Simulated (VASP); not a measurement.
Write the native input for VASP 6.6.1 that does the following.

```
Task                   : single point
Functional             : PBE
Potentials or basis    : VASP PAW PBE potentials, release 64 (Ge_d)
Cutoff                 : 520 eV
k mesh                 : 14 × 14 × 10
Occupations            : gaussian, width 0.1 eV
Spin                   : no spin polarisation
Dipole correction      : no
Further INCAR settings : ALGO = Normal; EDIFF = 1e-07; NBANDS = 36
```

The structure of Ge lies in POSCAR:

```
Ge
1.0
    2.8222195404      2.8222195404      0.0000000000
   -2.8222195404      2.8222195404      0.0000000000
    0.0000000000      0.0000000000      5.8287472957
Ge
4
Direct
    0.5000000000      0.5000000000      0.5000000000
    0.5000000000      0.0000000000      0.2500000000
    0.0000000000      0.0000000000      0.0000000000
    0.0000000000      0.5000000000      0.7500000000
```

This cell differs from its parent crystal: biaxial strain in the a-b plane: -2.0 %.

One way to write it, as run:

INCAR

```
SYSTEM = Ge
  ALGO = Normal
  EDIFF = 1E-7
  ENCUT = 520
  GGA = PE
  ISIF = 2
  ISMEAR = 0
  LASPH = .TRUE.
  LCHARG = .FALSE.
  LREAL = .FALSE.
  LWAVE = .FALSE.
  NBANDS = 36
  NELM = 100
  PREC = Accurate
  SIGMA = 0.1
```

KPOINTS

```
k-points
0
G
  14 14 10
  0 0 0
```

Potentials or basis: VASP PAW PBE potentials, release 64 (Ge_d).

Run with:

```bash
$ cat potpaw_PBE.64/Ge_d/POTCAR > POTCAR
$ mpirun -np 1 vasp_std > vasp.out
```

Results of the run:

```
Pressure               : 1.8 GPa
Band gap on the k mesh : zero (filled and empty bands touch)
```

Caveat: the cell differs from its parent crystal (biaxial strain in the a-b plane: -2.0 %).

It took 6 min on 1 thread of Intel(R) Xeon(R) 6975P-C (Granite Rapids), with other jobs on the host, peak memory 0.57 GiB.
